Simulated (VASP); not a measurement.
# CoO (I4/mmm) in VASP: further runs

Runs on CoO. Level: PBE+U. Tasks: single point.

Program: VASP 6.6.1. These are calculated values, not measurements. Logs are shortened: lines on timing, memory, paths and dates and some standing lists are left out, and cuts for length are marked.

## Step 1: The cell of the first run

The structure is tetragonal, space group I4/mmm (No. 139). The conventional cell has a = 3.016 Å, b = 3.016 Å, c = 4.214 Å, α = 90.00°, β = 90.00°, γ = 90.00°. Within 2.8 Å of Co (site symmetry 4/mmm) lie 6 O at 2.11 to 2.13 Å. Within 2.8 Å of O (site symmetry 4/mmm) lie 6 Co at 2.11 to 2.13 Å.

## Step 2: Single point, PBE+U

INCAR

```
SYSTEM = CoO
ALGO = Normal
EDIFF = 1E-6
ENCUT = 520
GGA = PE
ISIF = 2
ISMEAR = 0
LASPH = .True.
LCHARG = .False.
LDAU = .True.
LDAUJ = 0 0
LDAUL = 2 -1
LDAUPRINT = 1
LDAUTYPE = 2
LDAUU = 3.32 0
LMAXMIX = 4
LREAL = .False.
LWAVE = .False.
NBANDS = 14
NELM = 150
PREC = Accurate
SIGMA = 0.02
```

KPOINTS

```
k-points
0
Gamma
  12 12 12
  0 0 0
```

POSCAR

```
CoO
1.0
   -1.5080001529      1.5080001529      2.1072499549
    1.5080001529     -1.5080001529      2.1072499549
    1.5080001529      1.5080001529     -2.1072499549
Co O
1 1
Direct
    0.0000000000      0.0000000000      0.0000000000
    0.5000000000      0.5000000000      0.0000000000
```

Potentials or basis: VASP PAW PBE potentials, release 64 (Co, O).

Launch:

```bash
$ cat potpaw_PBE.64/Co/POTCAR potpaw_PBE.64/O/POTCAR > POTCAR
$ mpirun -np 1 vasp_std > vasp.out
```

OUTCAR:

```text
SYSTEM = CoO
   EDIFF = 1E-6
   ENCUT = 520
   GGA = PE
   ISIF = 2
   ISMEAR = 0
   LASPH = .True.
   LREAL = .False.
   NELM = 150
   PREC = Accurate

 ion  position               nearest neighbor table
   1  0.000  0.000  0.000-   2 2.11   2 2.11   2 2.13   2 2.13   2 2.13   2 2.13
   2  0.500  0.500  0.000-   1 2.11   1 2.11   1 2.13   1 2.13   1 2.13   1 2.13

  LATTYP: Found a body centered tetragonal cell.
 ALAT       =     3.0160003058
 C/A-ratio  =     1.3973804650

  Lattice vectors:

 A1 = (  -1.5080001529,   1.5080001529,   2.1072499549)
 A2 = (   1.5080001529,  -1.5080001529,   2.1072499549)
 A3 = (   1.5080001529,   1.5080001529,  -2.1072499549)

Analysis of symmetry for initial positions (statically):
=====================================================================
 Subroutine PRICEL returns:
 Original cell was already a primitive cell.

 Routine SETGRP: Setting up the symmetry group for a
 body centered tetragonal supercell.

 Subroutine GETGRP returns: Found 16 space group operations
 (whereof 16 operations were pure point group operations)
 out of a pool of 16 trial point group operations.

The static configuration has the point symmetry D_4h.

Analysis of symmetry for dynamics (positions and initial velocities):
=====================================================================
 Subroutine PRICEL returns:
 Original cell was already a primitive cell.

 Routine SETGRP: Setting up the symmetry group for a
 body centered tetragonal supercell.

 Subroutine GETGRP returns: Found 16 space group operations
 (whereof 16 operations were pure point group operations)
 out of a pool of 16 trial point group operations.

The dynamic configuration has the point symmetry D_4h.

 Subroutine INISYM returns: Found 16 space group operations
 (whereof 16 operations are pure point group operations),
 and found     1 'primitive' translations

----------------------------------------------------------------------------------------

                                     Primitive cell

  volume of cell :      19.1681

  direct lattice vectors                    reciprocal lattice vectors
    -1.508000153  1.508000153  2.107249955     0.000000000  0.331564953  0.237276076
     1.508000153 -1.508000153  2.107249955     0.331564953  0.000000000  0.237276076
     1.508000153  1.508000153 -2.107249955     0.331564953  0.331564953  0.000000000

  length of vectors
     2.998104617  2.998104617  2.998104617     0.407719578  0.407719578  0.468903654

  position of ions in fractional coordinates (direct lattice)
     0.000000000  0.000000000  0.000000000
     0.500000000  0.500000000  0.000000000

  ion indices of the primitive-cell ions
   primitive index   ion index
                 1           1
                 2           2

----------------------------------------------------------------------------------------

 KPOINTS: k-points

Automatic generation of k-mesh.
 Grid dimensions read from file:
 generate k-points for:   12   12   12

 Generating k-lattice:

  Cartesian coordinates                     Fractional coordinates (reciprocal lattice)
     0.000000000  0.027630413  0.019773006     0.083333333 -0.000000000  0.000000000
     0.027630413  0.000000000  0.019773006    -0.000000000  0.083333333  0.000000000
     0.027630413  0.027630413  0.000000000     0.000000000  0.000000000  0.083333333

  Length of vectors
     0.033976631  0.033976631  0.039075304

  Shift w.r.t. Gamma in fractional coordinates (k-lattice)
     0.000000000  0.000000000  0.000000000

 Subroutine IBZKPT returns following result:
 ===========================================

 Found    163 irreducible k-points:

 Following reciprocal coordinates:
            Coordinates               Weight
  0.000000  0.000000  0.000000      1.000000
  0.083333  0.000000 -0.000000      8.000000
  0.166667  0.000000  0.000000      8.000000
  0.250000 -0.000000  0.000000      8.000000
  0.333333 -0.000000  0.000000      8.000000
  0.416667 -0.000000  0.000000      8.000000
[... 16 lines left out ...]
  0.500000  0.166667  0.000000     16.000000
 -0.416667  0.166667 -0.000000     16.000000
 [... further k-points ...]
   k-points           NKPTS =    163   k-points in BZ     NKDIM =    163   number of bands    NBANDS=     14
   number of dos      NEDOS =    301   number of ions     NIONS =      2
   total plane-waves  NPLWV =  13824
   dimension x,y,z NGX =    24 NGY =   24 NGZ =   24
   dimension x,y,z NGXF=    48 NGYF=   48 NGZF=   48
   ions per type =               1   1
   NGX,Y,Z   is equivalent  to a cutoff of  13.31, 13.31, 13.31 a.u.
   NGXF,Y,Z  is equivalent  to a cutoff of  26.62, 26.62, 26.62 a.u.
 SYSTEM =  CoO
   PREC   = accura    normal or accurate (medium, high low for compatibility)
   ISTART =      0    job   : 0-new  1-cont  2-samecut
   ICHARG =      2    charge: 1-file 2-atom 10-const
   ISPIN  =      1    spin polarized calculation?
[... 76 lines left out ...]
  o =  0.9592  v =  0.0000 -0.9953  0.0000  0.0970  0.0000  0.0000  0.0000  0.0000  0.0000  0.0000      0.0000  0.0000  0.0000  0.0000  0.0000  0.0000  0.0000  0.0000  0.0000  0.0000
  o =  0.9592  v =  0.0000  0.0000  0.0000  0.0000  0.0000  0.0000 -0.9953  0.0000  0.0970  0.0000      0.0000  0.0000  0.0000  0.0000  0.0000  0.0000  0.0000  0.0000  0.0000  0.0000
  o =  0.9592  v =  0.0000  0.0000  0.0000  0.0000  0.0000  0.0000  0.0970 -0.0000  0.9953 -0.0000      0.0000  0.0000  0.0000  0.0000  0.0000  0.0000  0.0000  0.0000  0.0000  0.0000
  o =  0.9592  v =  0.0000  0.0970 -0.0000  0.9953 -0.0000  0.0000  0.0000  0.0000  0.0000  0.0000      0.0000  0.0000  0.0000  0.0000  0.0000  0.0000  0.0000  0.0000  0.0000  0.0000

 number of electron      15.0000006 magnetization

 Free energy of the ion-electron system (eV)
  ---------------------------------------------------
  ext. energy  EPLUGINS =         0.00000000
  ---------------------------------------------------
  free energy    TOTEN  =       -10.47816320 eV

  energy without entropy =      -10.47755332  energy(sigma->0) =      -10.47785826

 E-fermi :   8.0102     XC(G=0): -12.4306

 val. band max:        8.0060766003   @ k =   0.3333   0.3333   0.0833
 cond. band min:       8.0102842556   @ k =  -0.3333   0.1667  -0.0000
 fundamental gap:      0.0042076553
 Fermi energy:         8.0101547629

 k-point     1 :       0.0000    0.0000    0.0000
  band No.  band energies     occupation
      1     -12.4616      2.00000
      2       4.5627      2.00000
      3       4.6102      2.00000
      4       4.6102      2.00000
      5       4.9650      2.00000
      6       4.9651      2.00000
      7       5.0655      2.00000
      8       7.0768      2.00000
      9       7.1246      2.00000
     10       9.2665      0.00000
     11      24.9899      0.00000
     12      25.6741      0.00000
     13      25.6741      0.00000
     14      25.7285      0.00000

 k-point     2 :       0.0833    0.0000   -0.0000
  band No.  band energies     occupation
      1     -12.3915      2.00000
      2       3.9086      2.00000
      3       4.2903      2.00000
      4       4.2964      2.00000
      5       5.1162      2.00000
      6       5.1446      2.00000
      7       5.2819      2.00000
      8       7.3238      2.00000
      9       7.3760      2.00000
     10       9.7246      0.00000
     11      23.3204      0.00000
     12      25.5458      0.00000
     13      25.6125      0.00000
     14      26.9469      0.00000

 k-point     3 :       0.1667    0.0000    0.0000
  band No.  band energies     occupation
      1     -12.1934      2.00000
      2       2.7795      2.00000
      3       3.7709      2.00000
      4       3.7723      2.00000
      5       5.3177      2.00000
      6       5.3367      2.00000
      7       5.5150      2.00000
      8       7.8836      2.00000
      9       7.9469      1.99999
     10      10.7492      0.00000
     11      21.3762      0.00000
     12      24.9346      0.00000
     13      25.0975      0.00000
     14      27.6270      0.00000
[... 324 lines left out ...]
 k-point    23 :       0.5000    0.1667    0.0000
  band No.  band energies     occupation
      1     -11.2540      2.00000
      2       0.2455      2.00000
      3       2.2788      2.00000
      4       2.7072      2.00000
      5       5.6532      2.00000
      6       5.9926      2.00000
      7       6.2664      2.00000
      8       8.9707      0.00000
      9       9.1359      0.00000
     10      14.5786      0.00000
     11      17.3965      0.00000
     12      20.0378      0.00000
     13      22.5911      0.00000
     14      28.1396      0.00000

 k-point    24 :      -0.4167    0.1667   -0.0000
  band No.  band energies     occupation
      1     -11.4239      2.00000
      2       0.6363      2.00000
      3       2.5075      2.00000
      4       2.9254      2.00000
      5       5.3554      2.00000
      6       6.0297      2.00000
      7       6.2001      2.00000
      8       8.5898      0.00000
      9       8.9656      0.00000
     10      14.0775      0.00000
     11      18.0848      0.00000
     12      20.4532      0.00000
     13      22.9899      0.00000
     14      27.0343      0.00000

 [... further k-points ...]
[... 5 lines left out ...]
  --------------------------------------------------------------------------------------
  -------------------------------------------------------------------------------------
  Total       -2.2252679     -2.2252679     -2.2161870      0.0000000      0.0000000      0.0000000
  in kB     -186.0004808   -186.0004808   -185.2414476      0.0000000      0.0000000      0.0000000
  external PRESSURE =    -185.7474698 kB  Pullay stress =       0.0000000 kB

 VOLUME and BASIS-vectors are now :
 -----------------------------------------------------------------------------
  energy-cutoff  :      520.00
  volume of cell :       19.17
      direct lattice vectors                 reciprocal lattice vectors
    -1.508000153  1.508000153  2.107249955     0.000000000  0.331564953  0.237276076
     1.508000153 -1.508000153  2.107249955     0.331564953  0.000000000  0.237276076
     1.508000153  1.508000153 -2.107249955     0.331564953  0.331564953  0.000000000

 POSITION                                       TOTAL-FORCE (eV/Angst)
 -----------------------------------------------------------------------------------
      0.00000      0.00000      0.00000        -0.000000      0.000000      0.000000
      0.00000      0.00000      2.10725         0.000000     -0.000000     -0.000000
 -----------------------------------------------------------------------------------
    total drift:                               -0.000000      0.000000     -0.000000

  FREE ENERGIE OF THE ION-ELECTRON SYSTEM (eV)
  ---------------------------------------------------
  free  energy   TOTEN  =       -10.4781632046 eV

  energy  without entropy=      -10.4775533228  energy(sigma->0) =      -10.47785826
```

Wall time 19 s (1 thread of Intel Xeon 6975P-C (Granite Rapids), shared host); peak memory 0.17 GiB.

What came out:

```
Free energy            : -10.4782 eV
Pressure               : -18.6 GPa
Band gap on the k mesh : zero (an odd number of electrons rules out a gap without spin polarisation)
```

Stress tensor (GPa, compression positive):
```
-18.60   0.00   0.00
  0.00 -18.60   0.00
  0.00   0.00 -18.52
```

Levels at points of the mesh, in eV from the Fermi level:
```
           k point  band 6  band 7  band 8  band 9  band 10  band 11
(0.00, 0.00, 0.00)   -3.05   -2.94   -0.93   -0.89     1.26    16.98
(0.50, 0.00, 0.00)   -2.06   -1.67    1.57    1.68     5.26     9.53
(0.50, 0.50, 0.00)   -1.92   -1.89   -0.48   -0.05     6.44     9.83
(0.50, 0.50, 0.50)   -1.93   -1.93   -0.48   -0.01     6.45     9.98
```

Eigenvalues of the final occupation matrices:
```csv
site,spin,trace,eigenvalues
site 1 d,1,3.69,0.39 0.42 0.96 0.96 0.96
site 1 d,2,3.69,0.39 0.42 0.96 0.96 0.96
```

Caveat: the cell stands under tension; an odd number of electrons without spin polarisation forces a metal; a magnetic or distorted state may lie lower; the run has no spin polarisation, though such a crystal can be magnetic; U without spin polarisation on a metal has little footing.

## Step 3: Single point, PBE+U

This run uses another cell than the first one, of 9.97 Å³/atom.

INCAR

```
SYSTEM = CoO
PREC     = Accurate       ! precision mode
ENCUT    = 520            ! plane-wave cutoff, eV
EDIFF    = 1E-7           ! SCF threshold, eV
ISMEAR   = 0              ! smearing method
SIGMA    = 0.02           ! smearing width, eV
LREAL    = .False.        ! projectors in reciprocal space
LASPH    = .True.         ! aspherical terms in the spheres
NELM     = 150            ! most SCF steps
ALGO     = Normal         ! electronic algorithm
ISIF     = 2              ! what is computed and relaxed
LWAVE    = .False.        ! write WAVECAR
LCHARG   = .False.        ! write CHGCAR
LMAXMIX  = 4              ! l up to which the mixer works
LDAU     = .True.         ! DFT+U
LDAUTYPE = 2            
LDAUL    = 2 -1           ! shell
LDAUU    = 3.32 0         ! U, eV
LDAUJ    = 0 0          
LDAUPRINT= 1            
GGA      = PE             ! functional
NBANDS   = 14             ! bands
```

KPOINTS

```
Automatic mesh
0
Gamma
  12 12 12
  0 0 0
```

POSCAR

```
CoO
1.0
   -1.5278445359      1.5278445359      2.1349801080
    1.5278445359     -1.5278445359      2.1349801080
    1.5278445359      1.5278445359     -2.1349801080
Co O
1 1
Direct
    0.0000000000      0.0000000000      0.0000000000
    0.5000000000      0.5000000000      0.0000000000
```

Potentials or basis: VASP PAW PBE potentials, release 64 (Co, O).

Launch:

```bash
$ cat potpaw_PBE.64/Co/POTCAR potpaw_PBE.64/O/POTCAR > POTCAR
$ mpirun -np 1 vasp_std > vasp.out
```

It took 19 s on 1 thread of Intel Xeon 6975P-C (Granite Rapids), shared host; peak memory 0.17 GiB.

The run converged. Its results:

```
Free energy            : -10.3776 eV
Pressure               : -23.4 GPa
Band gap on the k mesh : zero (an odd number of electrons rules out a gap without spin polarisation)
```

Stress tensor (GPa, compression positive):
```
-23.22   0.00   0.00
  0.00 -23.22   0.00
  0.00   0.00 -23.61
```

Levels at points of the mesh, in eV from the Fermi level:
| k point | band 4 | band 5 | band 6 | band 7 | band 8 | band 9 | band 10 | band 11 | band 12 | band 13 |
| --- | --- | --- | --- | --- | --- | --- | --- | --- | --- | --- |
| (0.00, 0.00, 0.00) | -3.24 | -2.95 | -2.95 | -2.85 | -0.86 | -0.81 | 1.07 | 16.85 | 17.41 | 17.41 |
| (0.50, 0.00, 0.00) | -5.22 | -2.04 | -2.03 | -1.67 | 1.49 | 1.60 | 5.19 | 9.18 | 13.46 | 13.72 |
| (0.50, 0.50, 0.00) | -4.31 | -3.80 | -1.91 | -1.87 | -0.43 | -0.06 | 6.19 | 9.60 | 11.38 | 15.62 |
| (0.50, 0.50, 0.50) | -4.39 | -3.74 | -1.92 | -1.92 | -0.44 | -0.03 | 6.20 | 9.74 | 11.26 | 15.57 |

Eigenvalues of the final occupation matrices:
```csv
site,spin,trace,eigenvalues
site 1 d,1,3.67,0.38 0.42 0.96 0.96 0.96
site 1 d,2,3.67,0.38 0.42 0.96 0.96 0.96
```

Caveat: the cell stands under tension; an odd number of electrons without spin polarisation forces a metal; a magnetic or distorted state may lie lower; the run has no spin polarisation, though such a crystal can be magnetic; U without spin polarisation on a metal has little footing. Spin polarisation is off, so any magnetic state and its effect on volume and gap are missing.

## Step 4: Single point, PBE+U

This run uses another cell than the first one, of 10.54 Å³/atom.

INCAR

```
SYSTEM = CoO
  PREC = Accurate
  ENCUT = 520
  EDIFF = 1E-7
  ISMEAR = 0
  SIGMA = 0.02
  LREAL = .FALSE.
  LASPH = .TRUE.
  NELM = 150
  ALGO = Normal
  ISIF = 2
  LWAVE = .FALSE.
  LCHARG = .FALSE.
  LMAXMIX = 4
  LDAU = .TRUE.
  LDAUTYPE = 2
  LDAUL = 2 -1
  LDAUU = 3.32 0
  LDAUJ = 0 0
  LDAUPRINT = 1
  GGA = PE
  NBANDS = 14
```

KPOINTS

```
Automatic mesh
0
G
  12 12 12
  0 0 0
```

POSCAR

```
CoO
1.0
   -1.5566785719      1.5566785719      2.1752722267
    1.5566785719     -1.5566785719      2.1752722267
    1.5566785719      1.5566785719     -2.1752722267
Co O
1 1
Direct
    0.0000000000      0.0000000000      0.0000000000
    0.5000000000      0.5000000000      0.0000000000
```

Launch:

```bash
$ cat potpaw_PBE.64/Co/POTCAR potpaw_PBE.64/O/POTCAR > POTCAR
$ mpirun -np 1 vasp_std > vasp.out
```

Wall time 22 s (1 thread of Intel Xeon 6975P-C (Granite Rapids), shared host); peak memory 0.18 GiB.

It converged, with:

```yaml
Free_energy: -10.1929 eV
Pressure: -28.2 GPa
Band_gap_on_the_k_mesh: zero (an odd number of electrons rules out a gap without spin polarisation)
```

Stress tensor (GPa, compression positive):
```
-27.81   0.00   0.00
  0.00 -27.81   0.00
  0.00   0.00 -28.87
```

Levels at points of the mesh, in eV from the Fermi level:
```
           k point  band 6  band 7  band 8  band 9  band 10  band 11
(0.00, 0.00, 0.00)   -2.84   -2.72   -0.76   -0.70     0.83    16.67
(0.50, 0.00, 0.00)   -2.00   -1.66    1.39    1.50     5.08     8.70
(0.50, 0.50, 0.00)   -1.91   -1.85   -0.37   -0.09     5.85     9.27
(0.50, 0.50, 0.50)   -1.92   -1.92   -0.38   -0.05     5.87     9.42
```

Eigenvalues of the final occupation matrices:
| site | spin | trace | eigenvalues |
| --- | --- | --- | --- |
| site 1 d | 1 | 3.65 | 0.37 0.41 0.96 0.96 0.96 |
| site 1 d | 2 | 3.65 | 0.37 0.41 0.96 0.96 0.96 |

Caveat: the cell stands under tension; an odd number of electrons without spin polarisation forces a metal; a magnetic or distorted state may lie lower; the run has no spin polarisation, though such a crystal can be magnetic; U without spin polarisation on a metal has little footing.

## Step 5: Summary

```tsv
cell	gap on the mesh (eV)	pressure (GPa)
a = 2.998 Å, angles 119.6, 119.6, 90.7°, 2 atoms	none	-18.6
a = 3.038 Å, angles 119.6, 119.6, 90.7°, 2 atoms	none	-23.4
a = 3.095 Å, angles 119.6, 119.6, 90.7°, 2 atoms	none	-28.2
```

Alike in all rows: task single point; level PBE+U; potentials or basis VASP PAW PBE potentials, release 64 (Co, O); no spin polarisation; Co d U = 3.32 eV; k mesh 12 × 12 × 12; cutoff (eV) 520; smearing gaussian 0.02 eV.

Caveats: the cell stands under tension; an odd number of electrons without spin polarisation forces a metal; a magnetic or distorted state may lie lower; the run has no spin polarisation, though such a crystal can be magnetic; U without spin polarisation on a metal has little footing.

Absolute energies hang on the potentials; compare differences alone.
